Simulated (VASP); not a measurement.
# C (P6_3/mmc) in VASP: a series of runs

C is run at these levels: PBE; tasks: single point.

All numbers are computed with VASP 6.6.1; they aren't measurements. Logs are shortened: lines on timing, memory, paths and dates and some standing lists are left out, and cuts for length are marked.

## Step 1: The cell of the first run

The structure is hexagonal, space group P6_3/mmc (No. 194). The conventional cell has a = 2.503 Å, b = 2.503 Å, c = 4.169 Å, α = 90.00°, β = 90.00°, γ = 120.00°. Within 2.0 Å of C (site symmetry 3m) lie 4 C at 1.54 to 1.56 Å.

## Step 2: Single point, PBE

The input, INCAR:

```
ALGO = Normal
EDIFF = 1E-7
ENCUT = 520
GGA = PE
ISIF = 2
ISMEAR = 0
LASPH = T
LCHARG = F
LREAL = F
LWAVE = F
NBANDS = 16
NELM = 60
PREC = Accurate
SIGMA = 0.01
```

The input, KPOINTS:

```
k-points
0
Gamma
  9 9 4
```

The input, POSCAR:

```
C
1.0
    2.5031953710      0.0000000000      0.0000000000
   -1.2515976855      2.1678307819      0.0000000000
    0.0000000000      0.0000000000      4.1688692747
C
4
Direct
    0.3333333333      0.6666666667      0.0002313176
    0.6666666667      0.3333333333      0.5002313176
    0.3333333333      0.6666666667      0.3747686824
    0.6666666667      0.3333333333      0.8747686824
```

Potentials or basis: VASP PAW PBE potentials, release 64 (C).

Run with:

```
cat potpaw_PBE.64/C/POTCAR > POTCAR
mpirun -np 1 vasp_std > vasp.out
```

OUTCAR:

```text
EDIFF = 1E-7
   ENCUT = 520
   GGA = PE
   ISIF = 2
   ISMEAR = 0
   LASPH = T
   LREAL = F
   NELM = 60
   PREC = Accurate

 ion  position               nearest neighbor table
   1  0.333  0.667  0.000-   4 1.54   4 1.54   4 1.54   3 1.56
   2  0.667  0.333  0.500-   3 1.54   3 1.54   3 1.54   4 1.56
   3  0.333  0.667  0.375-   2 1.54   2 1.54   2 1.54   1 1.56
   4  0.667  0.333  0.875-   1 1.54   1 1.54   1 1.54   2 1.56

  LATTYP: Found a hexagonal cell.
 ALAT       =     2.5031953710
 C/A-ratio  =     1.6654190572

  Lattice vectors:

 A1 = (   2.5031953710,   0.0000000000,   0.0000000000)
 A2 = (  -1.2515976855,   2.1678307819,   0.0000000000)
 A3 = (   0.0000000000,   0.0000000000,   4.1688692747)

Analysis of symmetry for initial positions (statically):
=====================================================================
 Subroutine PRICEL returns:
 Original cell was already a primitive cell.

 Routine SETGRP: Setting up the symmetry group for a
 hexagonal supercell.

 Subroutine GETGRP returns: Found 24 space group operations
 (whereof  6 operations were pure point group operations)
 out of a pool of 24 trial point group operations.

The static configuration has the point symmetry C_3v.
 The point group associated with its full space group is D_6h.

Analysis of symmetry for dynamics (positions and initial velocities):
=====================================================================
 Subroutine PRICEL returns:
 Original cell was already a primitive cell.

 Routine SETGRP: Setting up the symmetry group for a
 hexagonal supercell.

 Subroutine GETGRP returns: Found 24 space group operations
 (whereof  6 operations were pure point group operations)
 out of a pool of 24 trial point group operations.

The dynamic configuration has the point symmetry C_3v.
 The point group associated with its full space group is D_6h.

 Subroutine INISYM returns: Found 24 space group operations
 (whereof  6 operations are pure point group operations),
 and found     1 'primitive' translations

----------------------------------------------------------------------------------------

                                     Primitive cell

  volume of cell :      22.6224

  direct lattice vectors                    reciprocal lattice vectors
     2.503195371  0.000000000  0.000000000     0.399489393  0.230645309  0.000000000
    -1.251597685  2.167830782  0.000000000     0.000000000  0.461290617  0.000000000
[... 93 lines left out ...]
   IBRION =     -1    ionic relax: 0-MD 1-quasi-New 2-CG
   NFREE  =      0    steps in history (QN), initial steepest desc. (CG)
   ISIF   =      2    stress and relaxation
   ISYM   =      2    0-nonsym 1-usesym 2-fastsym
   POTIM  = 0.5000    time-step for ionic-motion
   TEBEG  =    0.0;   TEEND  =   0.0 temperature during run
   PSTRESS=    0.0 pullay stress
   NELECT =      16.0000    total number of electrons
   NUPDOWN=      -1.0000    fix difference up-down
   EMIN   =  10.00;   EMAX   =-10.00  energy-range for DOS
   EFERMI =   0.00;   METHOD = LEGACY
   ISMEAR =     0;   SIGMA  =   0.01  broadening in eV -4-tet -1-fermi 0-gaus
   EFERMI_NEDOS =   21; number of points for ismear=-14 and -15
   IALGO  =     38    algorithm
   IMIX   =      4    mixing-type and parameters
     AMIX     =   0.40;   BMIX     =  1.00
     AMIX_MAG =   1.60;   BMIX_MAG =  1.00
  volume/ion in A,a.u.               =       5.66        38.17
  Fermi-wavevector in a.u.,A,eV,Ry     =   1.458597  2.756349 28.946471  2.127506
  Thomas-Fermi vector in A             =   2.575263
   LORBIT       =      0    0 simple, 1 ext, 2 COOP (PROOUT), +10 PAW based schemes
   GGA     = PE    functional components
   LHFCALC =     F    Hartree Fock is set to
   AEXX    =    0.0000 exact exchange contribution
   IVDW    =     0    specifies the selected vdW correction
   LEPSILON=     F    determine dielectric tensor
   LRPA    =     F    only Hartree local field effects (RPA)
 non-spin polarized calculation
 Gauss-broadening in eV      SIGMA  =   0.01
  energy-cutoff  :      520.00
  volume of cell :       22.62
 maximum number of plane-waves:       624
 NGX is ok and might be reduce to    20
   NGX =  9   NGY =  9   NGZ = 15

 number of electron      16.0000000 magnetization

 Free energy of the ion-electron system (eV)
  ---------------------------------------------------
  ext. energy  EPLUGINS =         0.00000000
  ---------------------------------------------------
  free energy    TOTEN  =       -36.26880849 eV

  energy without entropy =      -36.26880849  energy(sigma->0) =      -36.26880849

 E-fermi :  10.1844     XC(G=0): -13.2601

 val. band max:       10.0590795896   @ k =   0.0000   0.0000   0.0000
 cond. band min:      13.3693199206   @ k =   0.3333   0.3333   0.0000
 fundamental gap:      3.3102403310
 Fermi energy:        10.1843879565

 k-point     1 :       0.0000    0.0000    0.0000
  band No.  band energies     occupation
      1     -11.7669      2.00000
      2      -6.1850      2.00000
      3      -3.6570      2.00000
      4       6.9751      2.00000
      5       6.9751      2.00000
      6       9.5814      2.00000
[... 433 lines left out ...]
      3      -1.1308      2.00000
      4      -1.1308      2.00000
      5      -0.6675      2.00000
      6       2.1042      2.00000
[... 8 lines left out ...]
     15      25.5548      0.00000
     16      25.5548      0.00000

 [... further k-points ...]

------------------------ aborting loop because EDIFF is reached ----------------------------------------

  FORCE on cell =-STRESS in cart. coord.  units (eV):
  Direction    XX          YY          ZZ          XY          YZ          ZX
  --------------------------------------------------------------------------------------
  -------------------------------------------------------------------------------------
  Total        0.7262179      0.7262179      0.6015687     -0.0000000     -0.0000000     -0.0000000
  in kB       51.4326773     51.4326773     42.6046897     -0.0000000     -0.0000000     -0.0000000
  external PRESSURE =      48.4900147 kB  Pullay stress =       0.0000000 kB

 VOLUME and BASIS-vectors are now :
 -----------------------------------------------------------------------------
  energy-cutoff  :      520.00
  volume of cell :       22.62
      direct lattice vectors                 reciprocal lattice vectors
     2.503195371  0.000000000  0.000000000     0.399489393  0.230645309  0.000000000
    -1.251597685  2.167830782  0.000000000     0.000000000  0.461290617  0.000000000
     0.000000000  0.000000000  4.168869275     0.000000000  0.000000000  0.239873197

 POSITION                                       TOTAL-FORCE (eV/Angst)
 -----------------------------------------------------------------------------------
     -0.00000      1.44522      0.00096         0.000000     -0.000000      0.015690
      1.25160      0.72261      2.08540        -0.000000      0.000000      0.015690
     -0.00000      1.44522      1.56236         0.000000     -0.000000     -0.015690
      1.25160      0.72261      3.64680        -0.000000      0.000000     -0.015690
 -----------------------------------------------------------------------------------
    total drift:                               -0.000000      0.000000      0.000000

  FREE ENERGIE OF THE ION-ELECTRON SYSTEM (eV)
  ---------------------------------------------------
  free  energy   TOTEN  =       -36.2688084901 eV

  energy  without entropy=      -36.2688084901  energy(sigma->0) =      -36.26880849
```

stdout:

```text
POSCAR found type information on POSCAR C
 POSCAR found :  1 types and       4 ions
 scaLAPACK will be used
 LDA part: xc-table for (Slater+PW92), standard interpolation
 POSCAR, INCAR and KPOINTS ok, starting setup
 FFT: planning ... GRIDC
 FFT: planning ... GRID_SOFT
 FFT: planning ... GRID
 WAVECAR not read
 entering main loop
```

Wall time 8.8 s (1 thread of Intel Xeon Platinum 8375C at 2.90GHz (Ice Lake), shared host); peak memory 0.13 GiB.

Results:

```yaml
Free_energy: -36.2688 eV
Pressure: 4.8 GPa
Largest_force: 0.016 eV/Å
Band_gap_on_the_k_mesh: 3.31 eV, indirect (least direct gap 4.99 eV)
```

Forces in eV/Å, atoms in the order of the input:
```
C    0.000  0.000  0.016
C    0.000  0.000  0.016
C    0.000  0.000 -0.016
C    0.000  0.000 -0.016
```

Stress tensor (GPa, compression positive):
```
5.14 0.00 0.00
0.00 5.14 0.00
0.00 0.00 4.26
```

A k mesh can miss the band edges. PBE gaps usually lie below the measured ones, often by a third to a half.

## Step 3: Single point, PBE

The input, INCAR:

```
ALGO = Normal
EDIFF = 1E-6
ENCUT = 520
GGA = PE
ISIF = 2
ISMEAR = 0
LASPH = True
LCHARG = False
LREAL = False
LWAVE = False
NBANDS = 16
NELM = 100
PREC = Accurate
SIGMA = 0.5
```

KPOINTS is that of step 2.

POSCAR is that of step 2.

Potentials or basis: VASP PAW PBE potentials, release 64 (C).

Run with:

```
cat potpaw_PBE.64/C/POTCAR > POTCAR
mpirun -np 1 vasp_std > vasp.out
```

OUTCAR:

```text
EDIFF = 1E-6
   ENCUT = 520
   GGA = PE
   ISIF = 2
   ISMEAR = 0
   LASPH = True
   LREAL = False
   NELM = 100
   PREC = Accurate

 ion  position               nearest neighbor table
   1  0.333  0.667  0.000-   4 1.54   4 1.54   4 1.54   3 1.56
   2  0.667  0.333  0.500-   3 1.54   3 1.54   3 1.54   4 1.56
   3  0.333  0.667  0.375-   2 1.54   2 1.54   2 1.54   1 1.56
   4  0.667  0.333  0.875-   1 1.54   1 1.54   1 1.54   2 1.56

  LATTYP: Found a hexagonal cell.
 ALAT       =     2.5031953710
 C/A-ratio  =     1.6654190572

  Lattice vectors:

 A1 = (   2.5031953710,   0.0000000000,   0.0000000000)
 A2 = (  -1.2515976855,   2.1678307819,   0.0000000000)
 A3 = (   0.0000000000,   0.0000000000,   4.1688692747)

Analysis of symmetry for initial positions (statically):
=====================================================================
 Subroutine PRICEL returns:
 Original cell was already a primitive cell.

 Routine SETGRP: Setting up the symmetry group for a
 hexagonal supercell.

 Subroutine GETGRP returns: Found 24 space group operations
 (whereof  6 operations were pure point group operations)
[... 174 lines left out ...]
 cond. band min:      13.3693199145   @ k =   0.3333   0.3333   0.0000
 fundamental gap:      3.3102403409
 Fermi energy:        11.7142210141

 k-point     1 :       0.0000    0.0000    0.0000
  band No.  band energies     occupation
      1     -11.7669      2.00000
      2      -6.1850      2.00000
      3      -3.6570      2.00000
      4       6.9751      2.00000
      5       6.9751      2.00000
      6       9.5814      2.00000
[... 433 lines left out ...]
      3      -1.1308      2.00000
      4      -1.1308      2.00000
      5      -0.6675      2.00000
      6       2.1042      2.00000
[... 8 lines left out ...]
     15      25.5548      0.00000
     16      25.5548      0.00000

 [... further k-points ...]

------------------------ aborting loop because EDIFF is reached ----------------------------------------

  FORCE on cell =-STRESS in cart. coord.  units (eV):
  Direction    XX          YY          ZZ          XY          YZ          ZX
  --------------------------------------------------------------------------------------
  -------------------------------------------------------------------------------------
  Total        0.7260802      0.7260802      0.6013186      0.0000000      0.0000000      0.0000000
  in kB       51.4229267     51.4229267     42.5869741      0.0000000      0.0000000      0.0000000
  external PRESSURE =      48.4776091 kB  Pullay stress =       0.0000000 kB

 VOLUME and BASIS-vectors are now :
 -----------------------------------------------------------------------------
  energy-cutoff  :      520.00
  volume of cell :       22.62
      direct lattice vectors                 reciprocal lattice vectors
     2.503195371  0.000000000  0.000000000     0.399489393  0.230645309  0.000000000
    -1.251597685  2.167830782  0.000000000     0.000000000  0.461290617  0.000000000
     0.000000000  0.000000000  4.168869275     0.000000000  0.000000000  0.239873197

 POSITION                                       TOTAL-FORCE (eV/Angst)
 -----------------------------------------------------------------------------------
     -0.00000      1.44522      0.00096        -0.000000      0.000000      0.015754
      1.25160      0.72261      2.08540         0.000000     -0.000000      0.015754
     -0.00000      1.44522      1.56236        -0.000000      0.000000     -0.015754
      1.25160      0.72261      3.64680         0.000000     -0.000000     -0.015754
 -----------------------------------------------------------------------------------
    total drift:                               -0.000000      0.000000      0.000000

  FREE ENERGIE OF THE ION-ELECTRON SYSTEM (eV)
  ---------------------------------------------------
  free  energy   TOTEN  =       -36.2688084895 eV

  energy  without entropy=      -36.2688084288  energy(sigma->0) =      -36.26880846
```

stdout:

```text
POSCAR found type information on POSCAR C
 POSCAR found :  1 types and       4 ions
 scaLAPACK will be used
 LDA part: xc-table for (Slater+PW92), standard interpolation
 POSCAR, INCAR and KPOINTS ok, starting setup
 FFT: planning ... GRIDC
 FFT: planning ... GRID_SOFT
 FFT: planning ... GRID
 WAVECAR not read
 entering main loop
```

Wall time 9.3 s (1 thread of Intel Xeon Platinum 8375C at 2.90GHz (Ice Lake), shared host); peak memory 0.13 GiB.

Results:

```yaml
Free_energy: -36.2688 eV
Pressure: 4.8 GPa
Largest_force: 0.016 eV/Å
Band_gap_on_the_k_mesh: 3.31 eV, indirect (least direct gap 4.99 eV)
```

Forces in eV/Å, atoms in the order of the input:
```
C    0.000  0.000  0.016
C    0.000  0.000  0.016
C    0.000  0.000 -0.016
C    0.000  0.000 -0.016
```

Stress tensor (GPa, compression positive):
```
5.14 0.00 0.00
0.00 5.14 0.00
0.00 0.00 4.26
```

Levels at points of the mesh, in eV from the valence-band top:
| k point | band 5 | band 6 | band 7 | band 8 | band 9 | band 10 | band 11 | band 12 |
| --- | --- | --- | --- | --- | --- | --- | --- | --- |
| (0.00, 0.00, 0.00) | -3.08 | -0.48 | 0.00 | 0.00 | 4.99 | 4.99 | 5.34 | 8.18 |
| (0.00, 0.00, 0.50) | -1.85 | -1.85 | -1.85 | -1.85 | 7.27 | 7.27 | 7.27 | 7.27 |

A k mesh can miss the band edges. Expect the measured gap to be larger: semilocal functionals such as PBE lack the derivative discontinuity.
